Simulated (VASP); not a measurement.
# Ta2C (P-3m1) in VASP: further runs

Ta2C is run at these levels: BLYP+D3(BJ); tasks: single point, relaxation of shape and atoms at fixed volume.

Everything below comes from runs of VASP 6.6.1. Logs are shortened: lines on timing, memory, paths and dates and some standing lists are left out, and cuts for length are marked.

## 1. The cell of the first run

It takes space group P-3m1 (No. 164, trigonal). The conventional cell has a = 3.097 Å, b = 3.097 Å, c = 4.905 Å, α = 90.00°, β = 90.00°, γ = 120.00°. Within 2.9 Å of Ta (site symmetry 3m) lie 3 C at 2.19 Å. Within 2.9 Å of C (site symmetry -3m) lie 6 Ta at 2.19 Å.

## 2. Single point, BLYP+D3(BJ)

INCAR

```
SYSTEM = Ta2C
  PREC = Accurate
  ENCUT = 520
  EDIFF = 1E-7
  ISMEAR = 0
  SIGMA = 0.05
  LREAL = .False.
  LASPH = .True.
  NELM = 100
  ALGO = Normal
  ISIF = 2
  LWAVE = .False.
  LCHARG = .False.
  GGA = B5
  ALDAX = 1.0
  AGGAX = 1.0
  AGGAC = 1.0
  ALDAC = 0.0
  IVDW = 12
  VDW_S6 = 1.0
  VDW_S8 = 2.6996
  VDW_A1 = 0.4298
  VDW_A2 = 4.2359
  NBANDS = 20
```

KPOINTS

```
Automatic mesh
0
Gamma
  8 8 6
  0 0 0
```

POSCAR

```
Ta2C
1.0
    3.0968126452     -0.0000000001      0.0000000000
   -1.5484063225      2.6819184216      0.0000000000
    0.0000000000      0.0000000000      4.9050296085
Ta C
2 1
Direct
    0.3333333333      0.6666666667      0.2570023579
    0.6666666667      0.3333333333      0.7429976421
    0.0000000000      0.0000000000      0.0000000000
```

Potentials or basis: VASP PAW PBE potentials, release 64 (Ta_pv, C).

Started as:

```
> cat potpaw_PBE.64/Ta_pv/POTCAR potpaw_PBE.64/C/POTCAR > POTCAR
> mpirun -np 1 vasp_std > vasp.out
```

OUTCAR:

```text
SYSTEM = Ta2C
   PREC = Accurate
   ENCUT = 520
   EDIFF = 1E-7
   ISMEAR = 0
   LREAL = .False.
   LASPH = .True.
   NELM = 100
   ISIF = 2
   GGA = B5
   IVDW = 12
 IVDW          = 12

 ion  position               nearest neighbor table
   1  0.333  0.667  0.257-   3 2.19   3 2.19   3 2.19   2 2.98   2 2.98   2 2.98   2 3.09   2 3.09
                             2 3.09
   2  0.667  0.333  0.743-   3 2.19   3 2.19   3 2.19   1 2.98   1 2.98   1 2.98   1 3.09   1 3.09
                             1 3.09
   3  0.000  0.000  0.000-   1 2.19   2 2.19   2 2.19   1 2.19   2 2.19   1 2.19

  LATTYP: Found a hexagonal cell.
 ALAT       =     3.0968126452
 C/A-ratio  =     1.5838961443

  Lattice vectors:

 A1 = (   3.0968126452,  -0.0000000001,   0.0000000000)
 A2 = (  -1.5484063225,   2.6819184216,   0.0000000000)
 A3 = (   0.0000000000,   0.0000000000,   4.9050296085)

Analysis of symmetry for initial positions (statically):
=====================================================================
 Subroutine PRICEL returns:
 Original cell was already a primitive cell.

 Routine SETGRP: Setting up the symmetry group for a
 hexagonal supercell.

 Subroutine GETGRP returns: Found 12 space group operations
 (whereof 12 operations were pure point group operations)
 out of a pool of 24 trial point group operations.

The static configuration has the point symmetry D_3d.

Analysis of symmetry for dynamics (positions and initial velocities):
=====================================================================
 Subroutine PRICEL returns:
 Original cell was already a primitive cell.

 Routine SETGRP: Setting up the symmetry group for a
 hexagonal supercell.

 Subroutine GETGRP returns: Found 12 space group operations
 (whereof 12 operations were pure point group operations)
 out of a pool of 24 trial point group operations.

The dynamic configuration has the point symmetry D_3d.

 Subroutine INISYM returns: Found 12 space group operations
 (whereof 12 operations are pure point group operations),
 and found     1 'primitive' translations

----------------------------------------------------------------------------------------

                                     Primitive cell

  volume of cell :      40.7382

  direct lattice vectors                    reciprocal lattice vectors
     3.096812645 -0.000000000  0.000000000     0.322912657  0.186433710  0.000000000
    -1.548406322  2.681918422  0.000000000     0.000000000  0.372867419  0.000000000
     0.000000000  0.000000000  4.905029608     0.000000000  0.000000000  0.203872368

  length of vectors
     3.096812645  3.096812645  4.905029608     0.372867419  0.372867419  0.203872368

  position of ions in fractional coordinates (direct lattice)
     0.333333333  0.666666667  0.257002358
     0.666666667  0.333333333  0.742997642
     0.000000000  0.000000000  0.000000000

  ion indices of the primitive-cell ions
   primitive index   ion index
                 1           1
                 2           2
                 3           3

----------------------------------------------------------------------------------------

 KPOINTS: Automatic mesh

Automatic generation of k-mesh.
 Grid dimensions read from file:
 generate k-points for:    8    8    6

 Generating k-lattice:

  Cartesian coordinates                     Fractional coordinates (reciprocal lattice)
     0.040364082  0.023304214  0.000000000     0.125000000 -0.000000000  0.000000000
     0.000000000  0.046608427  0.000000000     0.000000000  0.125000000  0.000000000
     0.000000000  0.000000000  0.033978728     0.000000000  0.000000000  0.166666667

  Length of vectors
     0.046608427  0.046608427  0.033978728

  Shift w.r.t. Gamma in fractional coordinates (k-lattice)
     0.000000000  0.000000000  0.000000000

 Subroutine IBZKPT returns following result:
 ===========================================

 Found     50 irreducible k-points:

 Following reciprocal coordinates:
            Coordinates               Weight
  0.000000  0.000000  0.000000      1.000000
  0.125000  0.000000  0.000000      6.000000
  0.250000  0.000000  0.000000      6.000000
  0.375000  0.000000  0.000000      6.000000
  0.500000  0.000000  0.000000      3.000000
  0.125000  0.125000  0.000000      6.000000
[... 16 lines left out ...]
 -0.125000  0.500000  0.166667     12.000000
  0.250000  0.250000  0.166667     12.000000
 [... further k-points ...]
   k-points           NKPTS =     50   k-points in BZ     NKDIM =     50   number of bands    NBANDS=     20
   number of dos      NEDOS =    301   number of ions     NIONS =      3
   total plane-waves  NPLWV =  20736
   dimension x,y,z NGX =    24 NGY =   24 NGZ =   36
   dimension x,y,z NGXF=    48 NGYF=   48 NGZF=   72
   ions per type =               2   1
   NGX,Y,Z   is equivalent  to a cutoff of  12.88, 12.88, 12.20 a.u.
   NGXF,Y,Z  is equivalent  to a cutoff of  25.77, 25.77, 24.40 a.u.
 SYSTEM =  Ta2C
   PREC   = accura    normal or accurate (medium, high low for compatibility)
   ISTART =      0    job   : 0-new  1-cont  2-samecut
   ICHARG =      2    charge: 1-file 2-atom 10-const
   ISPIN  =      1    spin polarized calculation?
   LNONCOLLINEAR =      F non collinear calculations
   LSORBIT =      F    spin-orbit coupling
   LASPH  =      T    aspherical Exc in radial PAW
   ENCUT  =  520.0 eV  38.22 Ry    6.18 a.u.   5.76  5.76  9.12*2*pi/ulx,y,z
   NELM   =    100;   NELMIN=  2; NELMDL= -5     # of ELM steps
   EDIFF  = 0.1E-06   stopping-criterion for ELM
   LREAL  =      F    real-space projection
   EDIFFG = 0.1E-05   stopping-criterion for IOM
   NSW    =      0    number of steps for IOM
   IBRION =     -1    ionic relax: 0-MD 1-quasi-New 2-CG
   NFREE  =      0    steps in history (QN), initial steepest desc. (CG)
   ISIF   =      2    stress and relaxation
   ISYM   =      2    0-nonsym 1-usesym 2-fastsym
   POTIM  = 0.5000    time-step for ionic-motion
   TEBEG  =    0.0;   TEEND  =   0.0 temperature during run
   PSTRESS=    0.0 pullay stress
   NELECT =      26.0000    total number of electrons
   NUPDOWN=      -1.0000    fix difference up-down
   EMIN   =  10.00;   EMAX   =-10.00  energy-range for DOS
   EFERMI =   0.00;   METHOD = LEGACY
   ISMEAR =     0;   SIGMA  =   0.05  broadening in eV -4-tet -1-fermi 0-gaus
   EFERMI_NEDOS =   21; number of points for ismear=-14 and -15
   IALGO  =     38    algorithm
   IMIX   =      4    mixing-type and parameters
     AMIX     =   0.40;   BMIX     =  1.00
     AMIX_MAG =   1.60;   BMIX_MAG =  1.00
  volume/ion in A,a.u.               =      13.58        91.64
  Fermi-wavevector in a.u.,A,eV,Ry     =   1.409501  2.663570 27.030581  1.986692
  Thomas-Fermi vector in A             =   2.531550
   LORBIT       =      0    0 simple, 1 ext, 2 COOP (PROOUT), +10 PAW based schemes
   GGA     = B5    functional components
   LHFCALC =     F    Hartree Fock is set to
   AEXX    =    0.0000 exact exchange contribution
   IVDW    =    12    specifies the selected vdW correction
   LEPSILON=     F    determine dielectric tensor
   LRPA    =     F    only Hartree local field effects (RPA)
 non-spin polarized calculation
 Gauss-broadening in eV      SIGMA  =   0.05
  energy-cutoff  :      520.00
  volume of cell :       40.74
 maximum number of plane-waves:      1112
 NGX is ok and might be reduce to    24
   NGX = 11   NGY = 11   NGZ = 19

 number of electron      25.9999997 magnetization

 Free energy of the ion-electron system (eV)
  ---------------------------------------------------
  ext. energy  EPLUGINS =         0.00000000
  ---------------------------------------------------
  free energy    TOTEN  =       -30.70869554 eV

  energy without entropy =      -30.70775389  energy(sigma->0) =      -30.70822471

 E-fermi :   7.1819     XC(G=0): -12.1961

 val. band max:        7.1603354361   @ k =   0.1250   0.0000   0.1667
 cond. band min:       7.1927203984   @ k =   0.0000   0.1250   0.1667
 fundamental gap:      0.0323849623
 Fermi energy:         7.1818827330

 k-point     1 :       0.0000    0.0000    0.0000
  band No.  band energies     occupation
      1     -27.5269      2.00000
      2     -26.8203      2.00000
      3     -26.8203      2.00000
      4     -26.6963      2.00000
      5     -26.6963      2.00000
      6     -26.5934      2.00000
[... 12 lines left out ...]
     19       9.8837      0.00000
     20      15.1053      0.00000

 k-point     2 :       0.1250    0.0000    0.0000
  band No.  band energies     occupation
      1     -27.4826      2.00000
      2     -26.9143      2.00000
      3     -26.8526      2.00000
      4     -26.7884      2.00000
      5     -26.7057      2.00000
      6     -26.6099      2.00000
[... 12 lines left out ...]
     19      11.2995      0.00000
     20      14.8600      0.00000

 k-point     3 :       0.2500    0.0000    0.0000
  band No.  band energies     occupation
      1     -27.3635      2.00000
      2     -27.1377      2.00000
      3     -26.9997      2.00000
      4     -26.9245      2.00000
      5     -26.7339      2.00000
      6     -26.6644      2.00000
[... 12 lines left out ...]
     19      13.2962      0.00000
     20      14.2117      0.00000

 k-point     4 :       0.3750    0.0000    0.0000
  band No.  band energies     occupation
      1     -27.3591      2.00000
      2     -27.2185      2.00000
      3     -27.1886      2.00000
      4     -26.9914      2.00000
      5     -26.7660      2.00000
      6     -26.7536      2.00000
[... 429 lines left out ...]
 k-point    23 :      -0.1250    0.5000    0.1667
  band No.  band energies     occupation
      1     -27.4359      2.00000
      2     -27.2862      2.00000
      3     -27.0838      2.00000
      4     -27.0055      2.00000
      5     -26.8675      2.00000
      6     -26.7852      2.00000
[... 12 lines left out ...]
     19      12.8169      0.00000
     20      14.0538      0.00000

 k-point    24 :       0.2500    0.2500    0.1667
  band No.  band energies     occupation
      1     -27.3329      2.00000
      2     -27.3063      2.00000
      3     -27.0892      2.00000
      4     -27.0320      2.00000
      5     -26.9302      2.00000
      6     -26.7803      2.00000
[... 12 lines left out ...]
     19      12.8283      0.00000
     20      14.4141      0.00000

 [... further k-points ...]

------------------------ aborting loop because EDIFF is reached ----------------------------------------

 Edisp (eV)   -3.74650

 E8    (eV) :    -2.9070

  FORCE on cell =-STRESS in cart. coord.  units (eV):
  Direction    XX          YY          ZZ          XY          YZ          ZX
  --------------------------------------------------------------------------------------
  -------------------------------------------------------------------------------------
  Total       0.42681     0.42681     0.45928     0.00000    -0.00000     0.00000
  in kB      16.78594    16.78594    18.06300     0.00000    -0.00000     0.00000
  external pressure =       17.21 kB  Pullay stress =        0.00 kB

 VOLUME and BASIS-vectors are now :
 -----------------------------------------------------------------------------
  energy-cutoff  :      520.00
  volume of cell :       40.74
      direct lattice vectors                 reciprocal lattice vectors
     3.096812645 -0.000000000  0.000000000     0.322912657  0.186433710  0.000000000
    -1.548406322  2.681918422  0.000000000     0.000000000  0.372867419  0.000000000
     0.000000000  0.000000000  4.905029608     0.000000000  0.000000000  0.203872368

 POSITION                                       TOTAL-FORCE (eV/Angst)
 -----------------------------------------------------------------------------------
     -0.00000      1.78795      1.26060         0.000000      0.000000      0.055658
      1.54841      0.89397      3.64443        -0.000000     -0.000000     -0.055658
      0.00000      0.00000      0.00000         0.000000     -0.000000     -0.000000
 -----------------------------------------------------------------------------------
    total drift:                               -0.000000      0.000000     -0.000000

  FREE ENERGIE OF THE ION-ELECTRON SYSTEM (eV)
  ---------------------------------------------------
  free  energy   TOTEN  =       -34.4551939336 eV

  energy  without entropy=      -34.4542522835  energy(sigma->0) =      -34.45472311
```

Wall time 27 s (1 thread of Intel Xeon Platinum 8488C (Sapphire Rapids), shared host); peak memory 0.19 GiB.

What came out:

| Quantity | Value |
| --- | --- |
| Free energy | -34.4552 eV |
| Pressure | 1.7 GPa |
| Largest force | 0.056 eV/Å |
| Band gap on the k mesh | zero (band 13 reaches 7.69 eV, above the bottom of band 14 at 6.91 eV) |
| Dispersion energy per atom | -1.249 eV |

Forces on the atoms (eV/Å):
```
Ta   0.000  0.000  0.056
Ta   0.000  0.000 -0.056
C    0.000  0.000  0.000
```

Caveat: the PAW data sets were made with another functional, which shifts forces and pressure a little; spin-orbit coupling is left out, which moves the levels of the heavy elements; pairwise dispersion overbinds metals, which lowers pressure and volume.

## 3. Relaxation of shape and atoms at fixed volume, BLYP+D3(BJ)

INCAR

```
SYSTEM = Ta2C
AGGAC    = 1.0          
AGGAX    = 1.0          
ALDAC    = 0.0          
ALDAX    = 1.0          
ALGO     = Normal         ! electronic algorithm
EDIFF    = 1E-7           ! SCF threshold, eV
EDIFFG   = -0.01          ! ionic threshold
ENCUT    = 600            ! plane-wave cutoff, eV
GGA      = B5             ! functional
IBRION   = 2              ! ionic algorithm
ISIF     = 4              ! what is computed and relaxed
ISMEAR   = 0              ! smearing method
IVDW     = 12             ! dispersion correction
LASPH    = .TRUE.         ! aspherical terms in the spheres
LCHARG   = .FALSE.        ! write CHGCAR
LREAL    = .FALSE.        ! projectors in reciprocal space
LWAVE    = .FALSE.        ! write WAVECAR
NELM     = 80             ! most SCF steps
NSW      = 60             ! ionic steps
PREC     = Accurate       ! precision mode
SIGMA    = 0.05           ! smearing width, eV
VDW_A1   = 0.4298       
VDW_A2   = 4.2359       
VDW_S6   = 1.0          
VDW_S8   = 2.6996
```

KPOINTS

```
k-points
0
G
  8 8 6
  0 0 0
```

POSCAR

```
Ta2C
1.0
    3.0962419024     -0.0000000001      0.0000000000
   -1.5481209511      2.6814241438      0.0000000000
    0.0000000000      0.0000000000      4.9068381032
Ta C
2 1
Direct
    0.3333333333      0.6666666667      0.2575058923
    0.6666666667      0.3333333333      0.7424941077
    0.0000000000      0.0000000000      0.0000000000
```

Potentials or basis: VASP PAW PBE potentials, release 64 (Ta_pv, C).

Started as:

```
> cat potpaw_PBE.64/Ta_pv/POTCAR potpaw_PBE.64/C/POTCAR > POTCAR
> mpirun -np 1 vasp_std > vasp.out
```

It took 78 s on 1 thread of Intel Xeon Platinum 8488C (Sapphire Rapids), shared host; peak memory 0.21 GiB.

Results (log left out):

```
Free energy                : -34.4557 eV
Energy gained by relaxing  : 0.0 meV/atom
Ionic steps                : 3
Pressure after relaxing    : 1.6 GPa
Band gap on the k mesh     : zero (band 13 reaches 7.69 eV, above the bottom of band 14 at 6.91 eV)
Dispersion energy per atom : -1.249 eV
```

Final structure:
```
Ta C
1.0
     3.09656    0.00000    0.00000
    -1.54828    2.68170    0.00000
     0.00000    0.00000    4.90584
Ta C
2 1
Cartesian
  0.0000 1.7878 1.2626
  1.5483 0.8939 3.6432
  0.0000 0.0000 0.0000
```

Levels at points of the mesh, in eV from the Fermi level:
```csv
k point,band 10,band 11,band 12,band 13,band 14,band 15,band 16,band 17
"(0.00, 0.00, 0.00)",-3.46,-2.87,0.09,0.51,0.51,1.17,1.17,2.21
"(0.50, 0.00, 0.00)",-3.92,-3.66,-1.74,-0.13,3.23,3.44,4.71,5.16
"(0.00, 0.00, 0.50)",-3.74,-1.94,-1.30,-0.27,-0.27,3.09,3.09,3.43
"(0.50, 0.00, 0.50)",-3.43,-2.32,-1.03,-0.93,1.32,1.36,4.34,4.77
```

Caveat: the PAW data sets were made with another functional, which shifts forces and pressure a little; spin-orbit coupling is left out, which moves the levels of the heavy elements; pairwise dispersion overbinds metals, which lowers pressure and volume.
